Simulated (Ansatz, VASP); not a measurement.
**Two plane-wave programs on SiSb2Cl2**

```xyz
5
Lattice="-1.9630 1.9630 10.7558 1.9630 -1.9630 10.7558 1.9630 1.9630 -10.7558" Properties=species:S:1:pos:R:3 pbc="T T T"
Si    0.0000    0.0000    0.0000
Sb    1.9630    0.0000    5.3779
Sb    0.0000    1.9630    5.3779
Cl    0.0000    0.0000   12.2695
Cl    0.0000    0.0000    9.2421
```

Alike in both runs: functional PBE; k mesh 6 × 6 × 6; occupations gaussian, width 0.1 eV; no spin polarisation.

Ansatz relaxed the structure, and its values are those at the end. VASP's run is a single point on that final structure, the one shown.

|  | VASP | Ansatz |
| --- | --- | --- |
| version | VASP 6.6.1 | Ansatz 0.2.0 |
| potentials or method | VASP PAW PBE potentials, release 64 (Si, Sb, Cl), cutoff 520 eV | scalar-relativistic, plane waves, PAW |
| valence electrons in the cell | 28 | 48 |

VASP gave:

| Property | Result |
| --- | --- |
| gap on the k mesh at the Fermi level (eV) | none |
| pressure (GPa) | 0.1 |
| rms of the force components (eV/Å) | 0.004 |

Problem. Estimate Ansatz's values.

Solution. gap on the k mesh at the Fermi level (eV): none; pressure (GPa): 0.1; rms of the force components (eV/Å): 0.005.

A gap of «none» marks a metal or a gap that the smearing closes. VASP's potentials hold 28 valence electrons a cell and Ansatz's 48, so a difference there can come from the potentials and not from the codes.

The k mesh is coarse, so the values compare programs but aren't converged. Spin-orbit coupling is off throughout.
